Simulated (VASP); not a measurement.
Set up this calculation in VASP 6.6.1, as the native input.

```yaml
Task: relaxation of the atoms
Functional: PBE
Potentials_or_basis: VASP PAW PBE potentials, release 64 (Ge_d)
Cutoff: 520 eV
k_mesh: 9 × 9 × 1
Occupations: fermi-dirac, width 0.02 eV
Spin: no spin polarisation
Dipole_correction: yes
Further_INCAR_settings: ALGO = Normal; EDIFF = 1e-07; IBRION = 2; EDIFFG = -0.01; NSW = 60
```

The structure of Ge lies in POSCAR:

```
Ge
1.0
    4.0736070246      0.0000000000      0.0000000000
   -2.0368035123      3.5278471684      0.0000000000
    0.0000000000      0.0000000000     20.1576000000
Ge
4
Direct
    0.1666666665      0.3333333335      0.3968724510
    0.5000000005      0.9999999995      0.4381234709
    0.5000000005      0.9999999995      0.5618765296
    0.8333333335      0.6666666665      0.6031275490
```

These files were run (other wordings do the same):

INCAR

```
SYSTEM = Ge
PREC     = Accurate       ! precision mode
ENCUT    = 520            ! plane-wave cutoff, eV
EDIFF    = 1E-7           ! SCF threshold, eV
ISMEAR   = -1             ! smearing method
SIGMA    = 0.02           ! smearing width, eV
LREAL    = .False.        ! projectors in reciprocal space
LASPH    = .True.         ! aspherical terms in the spheres
NELM     = 100            ! most SCF steps
ALGO     = Normal         ! electronic algorithm
ISIF     = 2              ! what is computed and relaxed
LWAVE    = .False.        ! write WAVECAR
LCHARG   = .False.        ! write CHGCAR
LDIPOL   = .True.       
IDIPOL   = 3            
DIPOL    = 0.5 0.5 0.500
GGA      = PE             ! functional
IBRION   = 2              ! ionic algorithm
NSW      = 60             ! ionic steps
EDIFFG   = -0.01          ! ionic threshold
```

KPOINTS

```
regular mesh
0
Gamma
  9 9 1
  0 0 0
```

Potentials or basis: VASP PAW PBE potentials, release 64 (Ge_d).

Command:

```console
$ cat potpaw_PBE.64/Ge_d/POTCAR > POTCAR
$ mpirun -np 1 vasp_std > vasp.out
```

Results of the run:

The energy gained by relaxing is 14.5 meV/atom. The ionic steps are 10. The largest force after relaxing is 0.004 eV/Å. The band gap on the k mesh is zero (filled and empty bands touch).

It took 20 min on 1 thread of AMD EPYC 9755 128-Core Processor (shared host), peak memory 0.38 GiB.
